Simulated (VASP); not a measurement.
Here is a VASP 6.6.1 calculation.

File INCAR:

```
SYSTEM = BaTe
ALGO = Normal
EDIFF = 1E-6
ENCUT = 520
GGA = PE
ISIF = 2
ISMEAR = 0
LASPH = .True.
LCHARG = .False.
LREAL = .False.
LWAVE = .False.
NBANDS = 24
NELM = 100
PREC = Accurate
SIGMA = 0.02
```

KPOINTS

```
k-points
0
Gamma
  6 6 4
  0 0 0
```

The input POSCAR:

```
BaTe
1.0
    3.5332888740      3.5332888740      0.0000000000
   -3.5332888740      3.5332888740      0.0000000000
    0.0000000000      0.0000000000      7.0665777480
Ba Te
2 2
Direct
    0.0000000000      0.0000000000      0.0000000000
    0.5000000000      0.5000000000      0.5000000000
    0.5000000000      0.5000000000      0.0000000000
    0.0000000000      0.0000000000      0.5000000000
```

Potentials or basis: VASP PAW PBE potentials, release 64 (Ba_sv, Te).

The run is started by

```bash
$ cat potpaw_PBE.64/Ba_sv/POTCAR potpaw_PBE.64/Te/POTCAR > POTCAR
$ mpirun -np 1 vasp_std > vasp.out
```

Q: Predict the pressure.

A: 0.3 GPa.

Q: What does it give for the band gap on the k mesh?

A: 1.58 eV.

Caveat: spin-orbit coupling is left out, which moves the levels of the heavy elements. A k mesh can miss the band edges.
